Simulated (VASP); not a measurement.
# Bi2F3 (R-3c) in VASP: a series of runs

Runs on Bi2F3. Level: PBE. Tasks: single point.

All numbers are computed with VASP 6.6.1; they aren't measurements. Logs are shortened: lines on timing, memory, paths and dates and some standing lists are left out, and cuts for length are marked.

## (1) The cell of the first run

The structure is trigonal, space group R-3c (No. 167). Conventional cell: a = 6.225 Å, b = 6.225 Å, c = 16.995 Å, α = 90.00°, β = 90.00°, γ = 120.00°. Within 3.2 Å of Bi (site symmetry 3) lie 6 F at 2.43 to 2.58 Å. F (site symmetry 2) has 4 Bi at 2.43 to 2.58 Å and 8 F at 3.30 to 3.56 Å within 3.6 Å.

## (2) Single point, PBE

Contents of INCAR:

```
PREC     = Accurate       # precision mode
ENCUT    = 520            # plane-wave cutoff, eV
EDIFF    = 1E-6           # SCF threshold, eV
ISMEAR   = 0              # smearing method
SIGMA    = 0.1            # smearing width, eV
LREAL    = F              # projectors in reciprocal space
LASPH    = T              # aspherical terms in the spheres
NELM     = 100            # most SCF steps
ALGO     = Normal         # electronic algorithm
ISIF     = 2              # what is computed and relaxed
LWAVE    = F              # write WAVECAR
LCHARG   = T              # write CHGCAR
GGA      = PE             # functional
LELF     = T              # ELF
LVHAR    = T            
NBANDS   = 62             # bands
```

Contents of KPOINTS:

```
Automatic mesh
0
Gamma
  6 6 6
```

Contents of POSCAR:

```
Bi2F3
1.0
    3.1123290475      1.7969040133      5.6649062467
   -3.1123290475      1.7969040133      5.6649062467
    0.0000000000     -3.5938080268      5.6649062467
Bi F
4 6
Direct
    0.8521800000      0.8521800000      0.8521800000
    0.6478200000      0.6478200000      0.6478200000
    0.1478200000      0.1478200000      0.1478200000
    0.3521800000      0.3521800000      0.3521800000
    0.0562500000      0.4437500000      0.7500000000
    0.7500000000      0.0562500000      0.4437500000
    0.4437500000      0.7500000000      0.0562500000
    0.9437500000      0.5562500000      0.2500000000
    0.2500000000      0.9437500000      0.5562500000
    0.5562500000      0.2500000000      0.9437500000
```

Potentials or basis: VASP PAW PBE potentials, release 64 (Bi_d, F).

Run with:

```sh
$ cat potpaw_PBE.64/Bi_d/POTCAR potpaw_PBE.64/F/POTCAR > POTCAR
$ mpirun -np 1 vasp_std > vasp.out
```

OUTCAR:

```text
PREC = Accurate
   ENCUT = 520
   EDIFF = 1E-6
   ISMEAR = 0
   LREAL = F
   LASPH = T
   NELM = 100
   ISIF = 2
   GGA = PE

 ion  position               nearest neighbor table
   1  0.852  0.852  0.852-   9 2.43   8 2.43  10 2.43   7 2.58   5 2.58   6 2.58   2 3.47   3 3.65
                             3 3.65   3 3.65
   2  0.648  0.648  0.648-  10 2.43   8 2.43   9 2.43   6 2.58   5 2.58   7 2.58   1 3.47   4 3.65
                             4 3.65   4 3.65
   3  0.148  0.148  0.148-   6 2.43   5 2.43   7 2.43  10 2.58   8 2.58   9 2.58   4 3.47   1 3.65
                             1 3.65   1 3.65
   4  0.352  0.352  0.352-   7 2.43   5 2.43   6 2.43   9 2.58   8 2.58  10 2.58   3 3.47   2 3.65
                             2 3.65   2 3.65
   5  0.056  0.444  0.750-   3 2.43   4 2.43   1 2.58   2 2.58
   6  0.750  0.056  0.444-   3 2.43   4 2.43   2 2.58   1 2.58
   7  0.444  0.750  0.056-   4 2.43   3 2.43   1 2.58   2 2.58
   8  0.944  0.556  0.250-   1 2.43   2 2.43   3 2.58   4 2.58
   9  0.250  0.944  0.556-   1 2.43   2 2.43   4 2.58   3 2.58
  10  0.556  0.250  0.944-   2 2.43   1 2.43   3 2.58   4 2.58

  LATTYP: Found a trigonal (rhomboedric) cell.
 ALAT       =     6.7086972593
 COS(alpha) =     0.5695481095

  Lattice vectors:

 A1 = (   3.1123290475,   1.7969040133,   5.6649062467)
 A2 = (  -3.1123290475,   1.7969040133,   5.6649062467)
 A3 = (   0.0000000000,  -3.5938080268,   5.6649062467)

Analysis of symmetry for initial positions (statically):
=====================================================================
 Subroutine PRICEL returns:
 Original cell was already a primitive cell.

 Routine SETGRP: Setting up the symmetry group for a
 trigonal (rhombohedral) supercell.

 Subroutine GETGRP returns: Found 12 space group operations
 (whereof  6 operations were pure point group operations)
 out of a pool of 12 trial point group operations.

The static configuration has the point symmetry S_6 .
 The point group associated with its full space group is D_3d.

Analysis of symmetry for dynamics (positions and initial velocities):
=====================================================================
 Subroutine PRICEL returns:
 Original cell was already a primitive cell.

 Routine SETGRP: Setting up the symmetry group for a
 trigonal (rhombohedral) supercell.

 Subroutine GETGRP returns: Found 12 space group operations
 (whereof  6 operations were pure point group operations)
 out of a pool of 12 trial point group operations.

The dynamic configuration has the point symmetry S_6 .
 The point group associated with its full space group is D_3d.

 Subroutine INISYM returns: Found 12 space group operations
 (whereof  6 operations are pure point group operations),
 and found     1 'primitive' translations

----------------------------------------------------------------------------------------

                                     Primitive cell

  volume of cell :     190.0879

  direct lattice vectors                    reciprocal lattice vectors
     3.112329047  1.796904013  5.664906247     0.160651394  0.092752126  0.058841809
    -3.112329047  1.796904013  5.664906247    -0.160651394  0.092752126  0.058841809
     0.000000000 -3.593808027  5.664906247     0.000000000 -0.185504251  0.058841809

  length of vectors
     6.708697259  6.708697259  6.708697259     0.194612912  0.194612912  0.194612912

  position of ions in fractional coordinates (direct lattice)
     0.852180000  0.852180000  0.852180000
     0.647820000  0.647820000  0.647820000
     0.147820000  0.147820000  0.147820000
     0.352180000  0.352180000  0.352180000
     0.056250000  0.443750000  0.750000000
     0.750000000  0.056250000  0.443750000
     0.443750000  0.750000000  0.056250000
     0.943750000  0.556250000  0.250000000
     0.250000000  0.943750000  0.556250000
     0.556250000  0.250000000  0.943750000

  ion indices of the primitive-cell ions
   primitive index   ion index
                 1           1
                 2           2
                 3           3
                 4           4
                 5           5
                 6           6
                 7           7
                 8           8
                 9           9
                10          10

----------------------------------------------------------------------------------------

 KPOINTS: Automatic mesh

Automatic generation of k-mesh.
 Grid dimensions read from file:
 generate k-points for:    6    6    6

 Generating k-lattice:

  Cartesian coordinates                     Fractional coordinates (reciprocal lattice)
     0.026775232  0.015458688  0.009806968     0.166666667 -0.000000000  0.000000000
    -0.026775232  0.015458688  0.009806968    -0.000000000  0.166666667  0.000000000
     0.000000000 -0.030917375  0.009806968     0.000000000  0.000000000  0.166666667

  Length of vectors
     0.032435485  0.032435485  0.032435485

  Shift w.r.t. Gamma in fractional coordinates (k-lattice)
     0.000000000  0.000000000  0.000000000

 Subroutine IBZKPT returns following result:
 ===========================================

 Found     32 irreducible k-points:

 Following reciprocal coordinates:
            Coordinates               Weight
  0.000000  0.000000  0.000000      1.000000
  0.166667  0.000000 -0.000000      6.000000
  0.333333 -0.000000 -0.000000      6.000000
  0.500000  0.000000  0.000000      3.000000
  0.166667  0.166667 -0.000000      6.000000
  0.333333  0.166667 -0.000000     12.000000
[... 16 lines left out ...]
  0.500000  0.500000  0.166667      6.000000
 -0.333333  0.500000  0.166667     12.000000
 [... further k-points ...]
   k-points           NKPTS =     32   k-points in BZ     NKDIM =     32   number of bands    NBANDS=     62
   number of dos      NEDOS =    301   number of ions     NIONS =     10
   total plane-waves  NPLWV = 125000
   dimension x,y,z NGX =    50 NGY =   50 NGZ =   50
   dimension x,y,z NGXF=   100 NGYF=  100 NGZF=  100
   ions per type =               4   6
   NGX,Y,Z   is equivalent  to a cutoff of  12.39, 12.39, 12.39 a.u.
   NGXF,Y,Z  is equivalent  to a cutoff of  24.78, 24.78, 24.78 a.u.
 SYSTEM =  unknown system
   PREC   = accura    normal or accurate (medium, high low for compatibility)
   ISTART =      0    job   : 0-new  1-cont  2-samecut
   ICHARG =      2    charge: 1-file 2-atom 10-const
   ISPIN  =      1    spin polarized calculation?
   LNONCOLLINEAR =      F non collinear calculations
   LSORBIT =      F    spin-orbit coupling
   LASPH  =      T    aspherical Exc in radial PAW
   ENCUT  =  520.0 eV  38.22 Ry    6.18 a.u.  12.47 12.47 12.47*2*pi/ulx,y,z
   NELM   =    100;   NELMIN=  2; NELMDL= -5     # of ELM steps
   EDIFF  = 0.1E-05   stopping-criterion for ELM
   LREAL  =      F    real-space projection
   EDIFFG = 0.1E-04   stopping-criterion for IOM
   NSW    =      0    number of steps for IOM
   IBRION =     -1    ionic relax: 0-MD 1-quasi-New 2-CG
   NFREE  =      0    steps in history (QN), initial steepest desc. (CG)
   ISIF   =      2    stress and relaxation
   ISYM   =      2    0-nonsym 1-usesym 2-fastsym
   POTIM  = 0.5000    time-step for ionic-motion
   TEBEG  =    0.0;   TEEND  =   0.0 temperature during run
   PSTRESS=    0.0 pullay stress
   NELECT =     102.0000    total number of electrons
   NUPDOWN=      -1.0000    fix difference up-down
   EMIN   =  10.00;   EMAX   =-10.00  energy-range for DOS
   EFERMI =   0.00;   METHOD = LEGACY
   ISMEAR =     0;   SIGMA  =   0.10  broadening in eV -4-tet -1-fermi 0-gaus
   EFERMI_NEDOS =   21; number of points for ismear=-14 and -15
   IALGO  =     38    algorithm
   IMIX   =      4    mixing-type and parameters
     AMIX     =   0.40;   BMIX     =  1.00
     AMIX_MAG =   1.60;   BMIX_MAG =  1.00
  volume/ion in A,a.u.               =      19.01       128.28
  Fermi-wavevector in a.u.,A,eV,Ry     =   1.330322  2.513944 24.079000  1.769757
  Thomas-Fermi vector in A             =   2.459418
   LORBIT       =      0    0 simple, 1 ext, 2 COOP (PROOUT), +10 PAW based schemes
   GGA     = PE    functional components
   LHFCALC =     F    Hartree Fock is set to
   AEXX    =    0.0000 exact exchange contribution
   IVDW    =     0    specifies the selected vdW correction
   LEPSILON=     F    determine dielectric tensor
   LRPA    =     F    only Hartree local field effects (RPA)
 non-spin polarized calculation
 Gauss-broadening in eV      SIGMA  =   0.10
  energy-cutoff  :      520.00
  volume of cell :      190.09
 maximum number of plane-waves:      5157
 NGX is ok and might be reduce to    50
   NGX = 25   NGY = 25   NGZ = 25

 number of electron     101.9999991 magnetization

 Free energy of the ion-electron system (eV)
  ---------------------------------------------------
  ext. energy  EPLUGINS =         0.00000000
  ---------------------------------------------------
  free energy    TOTEN  =       -38.91189021 eV

  energy without entropy =      -38.89041612  energy(sigma->0) =      -38.90115316

 E-fermi :   6.3613     XC(G=0):  -9.7427

 val. band max:        6.3599630697   @ k =   0.3333   0.1667  -0.0000
 cond. band min:       6.3702253846   @ k =   0.5000   0.3333   0.3333
 fundamental gap:      0.0102623149
 Fermi energy:         6.3612970984

 k-point     1 :       0.0000    0.0000    0.0000
  band No.  band energies     occupation
      1     -19.0469      2.00000
      2     -19.0469      2.00000
      3     -18.9359      2.00000
      4     -18.8626      2.00000
      5     -18.8626      2.00000
      6     -18.7456      2.00000
[... 54 lines left out ...]
     61      11.6023      0.00000
     62      13.1942      0.00000

 k-point     2 :       0.1667    0.0000   -0.0000
  band No.  band energies     occupation
      1     -19.0494      2.00000
      2     -19.0321      2.00000
      3     -18.9133      2.00000
      4     -18.8696      2.00000
      5     -18.8602      2.00000
      6     -18.7875      2.00000
[... 1429 lines left out ...]
      6     -18.7580      2.00000
[... 54 lines left out ...]
     61      12.0626      0.00000
     62      12.4129      0.00000

 [... further k-points ...]

------------------------ aborting loop because EDIFF is reached ----------------------------------------

  FORCE on cell =-STRESS in cart. coord.  units (eV):
  Direction    XX          YY          ZZ          XY          YZ          ZX
  --------------------------------------------------------------------------------------
  -------------------------------------------------------------------------------------
  Total       12.2056048     12.2056048      9.7340938      0.0000000     -0.0000000     -0.0000000
  in kB      102.8763442    102.8763442     82.0449297      0.0000000     -0.0000000     -0.0000000
  external PRESSURE =      95.9325394 kB  Pullay stress =       0.0000000 kB

 VOLUME and BASIS-vectors are now :
 -----------------------------------------------------------------------------
  energy-cutoff  :      520.00
  volume of cell :      190.09
      direct lattice vectors                 reciprocal lattice vectors
     3.112329047  1.796904013  5.664906247     0.160651394  0.092752126  0.058841809
    -3.112329047  1.796904013  5.664906247    -0.160651394  0.092752126  0.058841809
     0.000000000 -3.593808027  5.664906247     0.000000000 -0.185504251  0.058841809

 POSITION                                       TOTAL-FORCE (eV/Angst)
 -----------------------------------------------------------------------------------
      0.00000     -0.00000     14.48256        -0.000000      0.000000     -0.111544
      0.00000     -0.00000     11.00952        -0.000000     -0.000000      0.111544
      0.00000     -0.00000      2.51216        -0.000000     -0.000000      0.111544
      0.00000     -0.00000      5.98520        -0.000000      0.000000     -0.111544
     -1.20603     -1.79690      7.08113         0.160794     -0.000000      0.000000
      2.15918     -0.14600      7.08113        -0.080397      0.139252      0.000000
     -0.95315      1.94290      7.08113        -0.080397     -0.139252      0.000000
      1.20603      1.79690      9.91359        -0.160794     -0.000000      0.000000
     -2.15918      0.14600      9.91359         0.080397     -0.139252      0.000000
      0.95315     -1.94290      9.91359         0.080397      0.139252      0.000000
 -----------------------------------------------------------------------------------
    total drift:                               -0.000000     -0.000000     -0.000000

  FREE ENERGIE OF THE ION-ELECTRON SYSTEM (eV)
  ---------------------------------------------------
  free  energy   TOTEN  =       -38.9118902120 eV

  energy  without entropy=      -38.8904161170  energy(sigma->0) =      -38.90115316
```

Wall time 5.7 min (1 thread of Intel Xeon 6975P-C (Granite Rapids), shared host); peak memory 0.5 GiB.

Results:

| Item | Value |
| --- | --- |
| Free energy | -38.9119 eV |
| Pressure | 9.6 GPa |
| Largest force | 0.161 eV/Å |
| Band gap on the k mesh | zero (bands 51 and 52 overlap by 0.40 eV) |

Forces on the atoms (eV/Å):
```
Bi   0.000  0.000 -0.112
Bi   0.000  0.000  0.112
Bi   0.000  0.000  0.112
Bi   0.000  0.000 -0.112
F    0.161  0.000  0.000
F   -0.080  0.139  0.000
F   -0.080 -0.139  0.000
F   -0.161  0.000  0.000
F    0.080 -0.139  0.000
F    0.080  0.139  0.000
```

Stress tensor (GPa, compression positive):
```
10.29  0.00  0.00
 0.00 10.29  0.00
 0.00  0.00  8.20
```

Caveat: the cell stands under pressure; spin-orbit coupling is left out, which moves the levels of the heavy elements.

## (3) Single point, PBE

This run uses another cell than the first one, of 20.27 Å³/atom.

Contents of INCAR:

```
SYSTEM = Bi2F3
PREC = Accurate
ENCUT = 520
EDIFF = 1E-7
ISMEAR = 0
SIGMA = 0.1
LREAL = .False.
LASPH = .True.
NELM = 60
ALGO = Normal
ISIF = 2
LWAVE = .False.
LCHARG = .True.
GGA = PE
LELF = .True.
LVHAR = .True.
NBANDS = 62
```

Contents of KPOINTS:

```
regular mesh
0
Gamma
  6 6 6
  0 0 0
```

Contents of POSCAR:

```
Bi2F3
1.0
    3.6155813814      2.0874568838      4.4762378333
   -3.6155813814      2.0874568838      4.4762378333
    0.0000000000     -4.1749137676      4.4762378332
Bi F
4 6
Direct
    0.8874405774      0.8874405774      0.8874405774
    0.6125594226      0.6125594226      0.6125594226
    0.1125594226      0.1125594226      0.1125594226
    0.3874405774      0.3874405774      0.3874405774
    0.0916643217      0.4083356783      0.7500000000
    0.7500000000      0.0916643217      0.4083356783
    0.4083356783      0.7500000000      0.0916643217
    0.9083356783      0.5916643217      0.2500000000
    0.2500000000      0.9083356783      0.5916643217
    0.5916643217      0.2500000000      0.9083356783
```

Potentials or basis: VASP PAW PBE potentials, release 64 (Bi_d, F).

Run with:

```sh
$ cat potpaw_PBE.64/Bi_d/POTCAR potpaw_PBE.64/F/POTCAR > POTCAR
$ mpirun -np 1 vasp_std > vasp.out
```

Wall time 6.4 min (1 thread of Intel Xeon 6975P-C (Granite Rapids), shared host); peak memory 0.5 GiB.

The run converged. Its results:

```
Free energy            : -41.9028 eV
Pressure               : -0.2 GPa
Largest force          : 0.017 eV/Å
Band gap on the k mesh : zero (bands 51 and 52 overlap by 0.69 eV)
```

Forces on the atoms (eV/Å):
```
Bi   0.000  0.000 -0.017
Bi   0.000  0.000  0.017
Bi   0.000  0.000  0.017
Bi   0.000  0.000 -0.017
F   -0.007  0.000  0.000
F    0.003 -0.006  0.000
F    0.003  0.006  0.000
F    0.007  0.000  0.000
F   -0.003  0.006  0.000
F   -0.003 -0.006  0.000
```

Stress tensor (GPa, compression positive):
```
-0.14  0.00  0.00
 0.00 -0.14  0.00
 0.00  0.00 -0.24
```

Levels at points of the mesh, in eV from the Fermi level:
| k point | band 47 | band 48 | band 49 | band 50 | band 51 | band 52 | band 53 | band 54 | band 55 | band 56 |
| --- | --- | --- | --- | --- | --- | --- | --- | --- | --- | --- |
| (0.00, 0.00, 0.00) | -4.51 | -4.38 | -2.27 | -0.31 | 0.38 | 0.70 | 0.70 | 0.79 | 0.79 | 1.39 |
| (0.50, 0.00, 0.00) | -4.67 | -4.67 | -1.81 | -1.81 | 0.07 | 0.07 | 0.90 | 0.90 | 1.86 | 1.86 |
| (0.50, 0.50, 0.00) | -4.87 | -4.69 | -2.36 | -0.97 | -0.92 | 0.33 | 1.16 | 1.51 | 1.52 | 1.80 |
| (0.50, 0.50, 0.50) | -4.52 | -4.52 | -1.85 | -1.85 | 0.43 | 0.43 | 0.43 | 0.43 | 2.20 | 2.20 |

Caveat: spin-orbit coupling is left out, which moves the levels of the heavy elements.
